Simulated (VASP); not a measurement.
Wanted: the native input for a VASP 6.6.1 run.

| Property | Result |
| --- | --- |
| Task | single point |
| Functional | r2SCAN |
| Dispersion | D4 |
| Potentials or basis | VASP PAW PBE potentials, release 64 (Gd, O) |
| Cutoff | 520 eV |
| k mesh | 12 × 12 × 12 |
| Occupations | gaussian, width 0.05 eV |
| Spin | collinear spin, ferromagnetic start |
| Starting moments | [7.0, 0.0] μB |
| Hubbard terms | Gd f U = 8.0 eV |
| Dipole correction | no |
| Further INCAR settings | ALGO = Normal; EDIFF = 1e-07; NBANDS = 23 |

Crystal: GdO.

```
CELL_PARAMETERS angstrom
2.99448 0.00000 0.00000
0.00000 2.99448 0.00000
0.00000 0.00000 2.99448
ATOMIC_POSITIONS crystal
Gd 0.00000 0.00000 0.00000
O 0.50000 0.50000 0.50000
```

The input as run:

POSCAR

```
GdO
1.0
    2.9944849749      0.0000000000      0.0000000000
    0.0000000000      2.9944849749      0.0000000000
    0.0000000000      0.0000000000      2.9944849749
Gd O
1 1
Direct
    0.0000000000      0.0000000000      0.0000000000
    0.5000000000      0.5000000000      0.5000000000
```

INCAR.step1

```
SYSTEM = GdO
PREC = Accurate
ENCUT = 520
ISMEAR = 0
SIGMA = 0.05
LREAL = .False.
LASPH = .True.
NELM = 150
ISPIN = 2
MAGMOM = 7 0
LMAXMIX = 6
LDAU = .True.
LDAUTYPE = 2
LDAUL = 3 -1
LDAUU = 8 0
LDAUJ = 0 0
NBANDS = 23
GGA = PE
ALGO = Normal
EDIFF = 1E-4
LWAVE = .True.
LCHARG = .False.
```

INCAR.step2

```
SYSTEM = GdO
PREC = Accurate
ENCUT = 520
EDIFF = 1E-7
ISMEAR = 0
SIGMA = 0.05
LREAL = .False.
LASPH = .True.
NELM = 150
ALGO = Normal
ISIF = 2
LWAVE = .False.
LCHARG = .False.
ISPIN = 2
MAGMOM = 7 0
LORBIT = 11
LMAXMIX = 6
LDAU = .True.
LDAUTYPE = 2
LDAUL = 3 -1
LDAUU = 8 0
LDAUJ = 0 0
LDAUPRINT = 1
METAGGA = R2SCAN
LMIXTAU = .True.
IVDW = 13
VDW_S6 = 1.0
VDW_S8 = 0.6018749
VDW_A1 = 0.51559235
VDW_A2 = 5.77342911
NBANDS = 23
ISTART = 1
```

KPOINTS

```
regular mesh
0
Gamma
  12 12 12
  0 0 0
```

Potentials or basis: VASP PAW PBE potentials, release 64 (Gd, O).

Launch:

```sh
$ cat potpaw_PBE.64/Gd/POTCAR potpaw_PBE.64/O/POTCAR > POTCAR
$ cp INCAR.step1 INCAR
$ mpirun -np 1 vasp_std > vasp.out
$ cp INCAR.step2 INCAR
$ mpirun -np 1 vasp_std > vasp.out
```

It gave:

```yaml
Pressure: 2.6 GPa
Net_moment: 7.76 μB per cell
Site_moments: Gd +7.24; O -0.07 μB
Valence_electrons_inside_the_program's_atomic_spheres: Gd 15.42; O 5.01
Dispersion_energy_per_atom: -0.116 eV
```

Caveat: the PAW data sets were made with another functional, which shifts forces and pressure a little; a cell with one magnetic atom can't hold antiferromagnetic order, which such compounds often take; pairwise dispersion overbinds metals, which lowers pressure and volume.

Wall time 4.7 min on 1 thread of Intel Xeon 6975P-C, with other jobs on the host, peak memory 0.23 GiB.
